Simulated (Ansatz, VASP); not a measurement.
# Cr: VASP beside Ansatz

```xyz
1
Lattice="-1.3699 1.3699 1.5140 1.3699 -1.3699 1.5140 1.3699 1.3699 -1.5140" Properties=species:S:1:pos:R:3 pbc="T T T"
Cr    0.0000    0.0000    0.0000
```

Change from the starting cell: strain -0.050 along x and y, +0.050 along z, atoms carried along.

Alike in both runs: task single point; functional PBEsol; k mesh 24 × 24 × 24; occupations gaussian, width 0.15 eV; no spin polarisation.

|  | VASP | Ansatz |
| --- | --- | --- |
| version | VASP 6.6.1 | Ansatz 0.2.0 |
| potentials or method | VASP PAW PBE potentials, release 64 (Cr_pv), cutoff 520 eV | scalar-relativistic, plane waves, PAW |
| valence electrons in the cell | 12 | 14 |

```tsv
	VASP	Ansatz	Ansatz less VASP
gap on the k mesh at the Fermi level (eV)	none	none	-
pressure (GPa)	-3.8	-3.6	+0.19
traceless stress, the component that is largest in VASP (GPa)	-20.83	-20.96	-0.128
```

VASP's potentials were made for PBE, not for PBEsol. A gap of «none» marks a metal or a gap that the smearing closes. VASP's potentials hold 12 valence electrons a cell and Ansatz's 14, so a difference there can come from the potentials and not from the codes.
